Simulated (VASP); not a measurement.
# GeIrPt6 (P1) in VASP: single point with PBE

Aim: the single point of GeIrPt6 with PBE.

Program: VASP 6.6.1. These are calculated values, not measurements. Logs are shortened: lines on timing, memory, paths and dates and some standing lists are left out, and cuts for length are marked.

## 1. The cell of the first run

The typed cell holds 8 atoms: a = 5.590 Å, b = 5.599 Å, c = 5.595 Å, α = 60.08°, β = 60.04°, γ = 60.03°.

## 2. Single point, PBE

File INCAR:

```
SYSTEM = GeIrPt6
PREC = Accurate
ENCUT = 520
EDIFF = 1E-6
ISMEAR = 0
SIGMA = 0.2
LREAL = .FALSE.
LASPH = .TRUE.
NELM = 60
ALGO = Fast
ISIF = 2
LWAVE = .FALSE.
LCHARG = .FALSE.
GGA = PE
NBANDS = 52
```

File KPOINTS:

```
Automatic mesh
0
G
  6 6 6
  0 0 0
```

File POSCAR:

```
GeIrPt6
1.0
    0.0003352507      3.9516435405      3.9536838954
    3.9581775262     -0.0057238233      3.9597171034
    3.9561863517      3.9557438109     -0.0036554031
Ge Ir Pt
1 1 6
Direct
   -0.0004636083      0.9990776154      0.0003670329
    0.5001248955      0.5001634122      0.5000171425
    0.4881887493      0.0005157001      0.9995702212
   -0.0033482493      0.5042108040      1.0032267430
   -0.0011862310      1.0014396056      0.5075322401
    0.5033653475      0.4968367881      0.9970043629
    0.0047726667      0.4991861441      0.5008332110
    0.5085464297     -0.0014300695      0.4914490463
```

Potentials or basis: VASP PAW PBE potentials, release 64 (Ge_d, Ir, Pt).

Command:

```sh
> cat potpaw_PBE.64/Ge_d/POTCAR potpaw_PBE.64/Ir/POTCAR potpaw_PBE.64/Pt/POTCAR > POTCAR
> mpirun -np 1 vasp_std > vasp.out
```

OUTCAR:

```text
SYSTEM = GeIrPt6
   PREC = Accurate
   ENCUT = 520
   EDIFF = 1E-6
   ISMEAR = 0
   LREAL = .FALSE.
   LASPH = .TRUE.
   NELM = 60
   ISIF = 2
   GGA = PE

 ion  position               nearest neighbor table
   1  1.000  0.999  0.000-   3 2.73   8 2.75   5 2.75   4 2.77   6 2.78   7 2.80   7 2.80   6 2.82
                             4 2.83   5 2.84   8 2.85   3 2.86
   2  0.500  0.500  0.500-   7 2.77   4 2.78   6 2.78   8 2.79   5 2.79   3 2.80   3 2.80   5 2.81
                             8 2.81   6 2.81   4 2.82   7 2.82
   3  0.488  0.001  1.000-   1 2.73   6 2.79   4 2.79   5 2.79   8 2.79   2 2.80   2 2.80   8 2.80
                             5 2.81   4 2.81   6 2.81   1 2.86
   4  0.997  0.504  0.003-   1 2.77   2 2.78   5 2.78   3 2.79   7 2.79   6 2.79   6 2.80   7 2.80
                             3 2.81   2 2.82   5 2.82   1 2.83
   5  0.999  0.001  0.508-   1 2.75   4 2.78   7 2.78   2 2.79   3 2.79   8 2.79   8 2.80   2 2.81
                             3 2.81   7 2.81   4 2.82   1 2.84
   6  0.503  0.497  0.997-   2 2.78   1 2.78   8 2.78   3 2.79   7 2.79   4 2.79   4 2.80   7 2.80
                             2 2.81   3 2.81   1 2.82   8 2.82
   7  0.005  0.499  0.501-   2 2.77   5 2.78   8 2.79   6 2.79   4 2.79   1 2.80   4 2.80   1 2.80
                             6 2.80   8 2.81   5 2.81   2 2.82
   8  0.509  0.999  0.491-   1 2.75   6 2.78   7 2.79   2 2.79   3 2.79   5 2.79   5 2.80   3 2.80
                             2 2.81   7 2.81   6 2.82   1 2.85

  Warning from LATTYP: Got some problem with cell dimensions!
  Tried to take original basis but could not verify dimensions!
  LATTYP: Found a triclinic cell.
 ALAT       =     9.6896975015
 B/A-ratio  =     0.5773741309
 C/A-ratio  =     0.5776136635
 COS(alpha) =     0.0001152288
 COS(beta)  =     0.2897903296
 COS(gamma) =     0.8655540022

  Lattice vectors:

 A1 = (  -7.9143638779,  -3.9500199876,  -3.9560617003)
 A2 = (  -3.9561863517,  -3.9557438109,   0.0036554031)
 A3 = (  -3.9578422755,   3.9573673638,  -0.0060332080)

Analysis of symmetry for initial positions (statically):
=====================================================================
 Subroutine PRICEL returns:
 Original cell was already a primitive cell.

 Routine SETGRP: Setting up the symmetry group for a
 triclinic supercell.

 Subroutine GETGRP returns: Found  1 space group operations
 (whereof  1 operations were pure point group operations)
 out of a pool of  2 trial point group operations.

The static configuration has the point symmetry C_1 .

Analysis of symmetry for dynamics (positions and initial velocities):
=====================================================================
 Subroutine PRICEL returns:
 Original cell was already a primitive cell.

 Routine SETGRP: Setting up the symmetry group for a
 triclinic supercell.

 Subroutine GETGRP returns: Found  1 space group operations
 (whereof  1 operations were pure point group operations)
 out of a pool of  2 trial point group operations.

The dynamic configuration has the point symmetry C_1 .

 Subroutine INISYM returns: Found  1 space group operations
 (whereof  1 operations are pure point group operations),
 and found     1 'primitive' translations

----------------------------------------------------------------------------------------

                                     Primitive cell

  volume of cell :     123.9504

  direct lattice vectors                    reciprocal lattice vectors
     0.000335251  3.951643541  3.953683895    -0.126369952  0.126500989  0.126503677
     3.958177526 -0.005723823  3.959717103     0.126294115 -0.126191703  0.126115871
     3.956186352  3.955743811 -0.003655403     0.126421708  0.126244497 -0.126190066

  length of vectors
     5.589910834  5.598800017  5.594580673     0.219032065  0.218585824  0.218732837

  position of ions in fractional coordinates (direct lattice)
     0.999536392  0.999077615  0.000367033
     0.500124896  0.500163412  0.500017142
     0.488188749  0.000515700  0.999570221
     0.996651751  0.504210804  0.003226743
     0.998813769  0.001439606  0.507532240
     0.503365348  0.496836788  0.997004363
     0.004772667  0.499186144  0.500833211
     0.508546430  0.998569930  0.491449046

  ion indices of the primitive-cell ions
   primitive index   ion index
                 1           1
                 2           2
                 3           3
                 4           4
                 5           5
                 6           6
                 7           7
                 8           8

----------------------------------------------------------------------------------------

 KPOINTS: Automatic mesh

Automatic generation of k-mesh.
 Grid dimensions read from file:
 generate k-points for:    6    6    6

 Generating k-lattice:

  Cartesian coordinates                     Fractional coordinates (reciprocal lattice)
    -0.021061659  0.021083498  0.021083946     0.166666667  0.000000000 -0.000000000
     0.021049019 -0.021031951  0.021019312     0.000000000  0.166666667  0.000000000
     0.021070285  0.021040749 -0.021031678     0.000000000  0.000000000  0.166666667

  Length of vectors
     0.036505344  0.036430971  0.036455473

  Shift w.r.t. Gamma in fractional coordinates (k-lattice)
     0.000000000  0.000000000  0.000000000

 Subroutine IBZKPT returns following result:
 ===========================================

 Found    112 irreducible k-points:

 Following reciprocal coordinates:
            Coordinates               Weight
  0.000000  0.000000  0.000000      1.000000
  0.166667 -0.000000 -0.000000      2.000000
  0.333333  0.000000 -0.000000      2.000000
  0.500000 -0.000000 -0.000000      1.000000
  0.000000  0.166667  0.000000      2.000000
  0.166667  0.166667 -0.000000      2.000000
[... 16 lines left out ...]
  0.333333  0.000000  0.166667      2.000000
  0.500000  0.000000  0.166667      2.000000
 [... further k-points ...]
   k-points           NKPTS =    112   k-points in BZ     NKDIM =    112   number of bands    NBANDS=     52
   number of dos      NEDOS =    301   number of ions     NIONS =      8
   total plane-waves  NPLWV =  74088
   dimension x,y,z NGX =    42 NGY =   42 NGZ =   42
   dimension x,y,z NGXF=    84 NGYF=   84 NGZF=   84
   ions per type =               1   1   6
   NGX,Y,Z   is equivalent  to a cutoff of  12.49, 12.47, 12.48 a.u.
   NGXF,Y,Z  is equivalent  to a cutoff of  24.98, 24.94, 24.96 a.u.
 SYSTEM =  GeIrPt6
   PREC   = accura    normal or accurate (medium, high low for compatibility)
   ISTART =      0    job   : 0-new  1-cont  2-samecut
   ICHARG =      2    charge: 1-file 2-atom 10-const
   ISPIN  =      1    spin polarized calculation?
   LNONCOLLINEAR =      F non collinear calculations
   LSORBIT =      F    spin-orbit coupling
   LASPH  =      T    aspherical Exc in radial PAW
   ENCUT  =  520.0 eV  38.22 Ry    6.18 a.u.  10.39 10.41 10.40*2*pi/ulx,y,z
   NELM   =     60;   NELMIN=  2; NELMDL= -5     # of ELM steps
   EDIFF  = 0.1E-05   stopping-criterion for ELM
   LREAL  =      F    real-space projection
   EDIFFG = 0.1E-04   stopping-criterion for IOM
   NSW    =      0    number of steps for IOM
   IBRION =     -1    ionic relax: 0-MD 1-quasi-New 2-CG
   NFREE  =      0    steps in history (QN), initial steepest desc. (CG)
   ISIF   =      2    stress and relaxation
   ISYM   =      2    0-nonsym 1-usesym 2-fastsym
   POTIM  = 0.5000    time-step for ionic-motion
   TEBEG  =    0.0;   TEEND  =   0.0 temperature during run
   PSTRESS=    0.0 pullay stress
   NELECT =      83.0000    total number of electrons
   NUPDOWN=      -1.0000    fix difference up-down
   EMIN   =  10.00;   EMAX   =-10.00  energy-range for DOS
   EFERMI =   0.00;   METHOD = LEGACY
   ISMEAR =     0;   SIGMA  =   0.20  broadening in eV -4-tet -1-fermi 0-gaus
   EFERMI_NEDOS =   21; number of points for ismear=-14 and -15
   IALGO  =     68    algorithm
   IMIX   =      4    mixing-type and parameters
     AMIX     =   0.40;   BMIX     =  1.00
     AMIX_MAG =   1.60;   BMIX_MAG =  1.00
  volume/ion in A,a.u.               =      15.49       104.56
  Fermi-wavevector in a.u.,A,eV,Ry     =   1.432248  2.706556 27.910098  2.051334
  Thomas-Fermi vector in A             =   2.551896
   LORBIT       =      0    0 simple, 1 ext, 2 COOP (PROOUT), +10 PAW based schemes
   GGA     = PE    functional components
   LHFCALC =     F    Hartree Fock is set to
   AEXX    =    0.0000 exact exchange contribution
   IVDW    =     0    specifies the selected vdW correction
   LEPSILON=     F    determine dielectric tensor
   LRPA    =     F    only Hartree local field effects (RPA)
 non-spin polarized calculation
 RMM-DIIS sequential band-by-band and
 Gauss-broadening in eV      SIGMA  =   0.20
  energy-cutoff  :      520.00
  volume of cell :      123.95
 maximum number of plane-waves:      3383
 NGX is ok and might be reduce to    42
   NGX = 21   NGY = 21   NGZ = 21

 number of electron      83.0000014 magnetization

 Free energy of the ion-electron system (eV)
  ---------------------------------------------------
  ext. energy  EPLUGINS =         0.00000000
  ---------------------------------------------------
  free energy    TOTEN  =       -50.80972886 eV

  energy without entropy =      -50.64106412  energy(sigma->0) =      -50.72539649

 E-fermi :  10.4563     XC(G=0): -13.2133

 val. band max:       10.4476674947   @ k =  -0.1667   0.0000   0.1667
 cond. band min:      10.4661965693   @ k =  -0.1667   0.1667   0.0000
 fundamental gap:      0.0185290747
 Fermi energy:        10.4563135033

 k-point     1 :       0.0000    0.0000    0.0000
  band No.  band energies     occupation
      1     -14.7763      2.00000
      2     -14.7748      2.00000
      3     -14.7741      2.00000
      4     -14.7675      2.00000
      5     -14.7672      2.00000
      6      -1.1240      2.00000
[... 44 lines left out ...]
     51      15.3048      0.00000
     52      15.3172      0.00000
[... 1263 lines left out ...]
     51      15.9740      0.00000
     52      16.7731      0.00000

 [... further k-points ...]

------------------------ aborting loop because EDIFF is reached ----------------------------------------

  FORCE on cell =-STRESS in cart. coord.  units (eV):
  Direction    XX          YY          ZZ          XY          YZ          ZX
  --------------------------------------------------------------------------------------
  -------------------------------------------------------------------------------------
  Total       -0.1723637     -0.1663979     -0.2017665      0.0079358      0.0861534     -0.0124047
  in kB       -2.2279658     -2.1508520     -2.6080253      0.1025777      1.1136150     -0.1603432
  external PRESSURE =      -2.3289477 kB  Pullay stress =       0.0000000 kB

 VOLUME and BASIS-vectors are now :
 -----------------------------------------------------------------------------
  energy-cutoff  :      520.00
  volume of cell :      123.95
      direct lattice vectors                 reciprocal lattice vectors
     0.000335251  3.951643541  3.953683895    -0.126369952  0.126500989  0.126503677
     3.958177526 -0.005723823  3.959717103     0.126294115 -0.126191703  0.126115871
     3.956186352  3.955743811 -0.003655403     0.126421708  0.126244497 -0.126190066

 POSITION                                       TOTAL-FORCE (eV/Angst)
 -----------------------------------------------------------------------------------
      3.95631      3.94554      7.90791         0.001326     -0.002012      0.002326
      3.95806      3.95139      3.95601        -0.002698     -0.002581     -0.000831
      3.95669      5.88319      1.92853         0.001309      0.000739      0.000864
      2.00886      3.94829      5.93697        -0.001136      0.005294      0.000134
      2.01393      5.95462      3.95284        -0.001032     -0.001052     -0.000091
      5.91107      5.93017      3.95384        -0.001764     -0.002621      0.000987
      3.95726      1.99717      1.99367         0.003111     -0.000057     -0.000570
      5.89695      3.94793      5.96289         0.000885      0.002288     -0.002819
 -----------------------------------------------------------------------------------
    total drift:                                0.000032      0.000046      0.000114

  FREE ENERGIE OF THE ION-ELECTRON SYSTEM (eV)
  ---------------------------------------------------
  free  energy   TOTEN  =       -50.8097288648 eV

  energy  without entropy=      -50.6410641221  energy(sigma->0) =      -50.72539649
```

Wall time 23 min (1 thread of Intel Xeon Platinum 8488C (Sapphire Rapids), shared host); peak memory 0.71 GiB.

What came out:

```yaml
Free_energy: -50.8097 eV
Pressure: -0.2 GPa
Largest_force: 0.005 eV/Å
Band_gap_on_the_k_mesh: zero (an odd number of electrons rules out a gap without spin polarisation)
```

Forces in eV/Å, atoms in the order of the input:
```
Ge   0.001 -0.002  0.002
Ir  -0.003 -0.003 -0.001
Pt   0.001  0.001  0.001
Pt  -0.001  0.005  0.000
Pt  -0.001 -0.001  0.000
Pt  -0.002 -0.003  0.001
Pt   0.003  0.000 -0.001
Pt   0.001  0.002 -0.003
```

Stress tensor (GPa, compression positive):
```
-0.22  0.01 -0.02
 0.01 -0.22  0.11
-0.02  0.11 -0.26
```

Levels at points of the mesh, in eV from the Fermi level:
```csv
k point,band 38,band 39,band 40,band 41,band 42,band 43,band 44,band 45
"(0.00, 0.00, 0.00)",0.20,0.28,0.28,0.30,0.34,0.35,0.58,0.58
"(0.50, 0.00, 0.00)",-1.20,-1.19,-0.04,-0.04,0.40,0.41,1.24,1.25
"(0.00, 0.50, 0.00)",-1.18,-1.17,-0.05,-0.03,0.42,0.42,1.23,1.24
"(0.50, 0.50, 0.00)",-1.51,-1.51,-1.06,-0.95,-0.73,0.28,1.22,1.22
"(0.00, 0.00, 0.50)",-1.19,-1.17,-0.04,-0.03,0.41,0.42,1.23,1.24
"(0.50, 0.00, 0.50)",-1.51,-1.51,-1.05,-0.96,-0.74,0.28,1.21,1.22
"(0.00, 0.50, 0.50)",-1.51,-1.51,-1.02,-0.96,-0.76,0.28,1.20,1.23
"(0.50, 0.50, 0.50)",-1.20,-1.19,-0.04,-0.04,0.40,0.41,1.24,1.25
```

Caveat: spin-orbit coupling is left out, which moves the levels of the heavy elements.
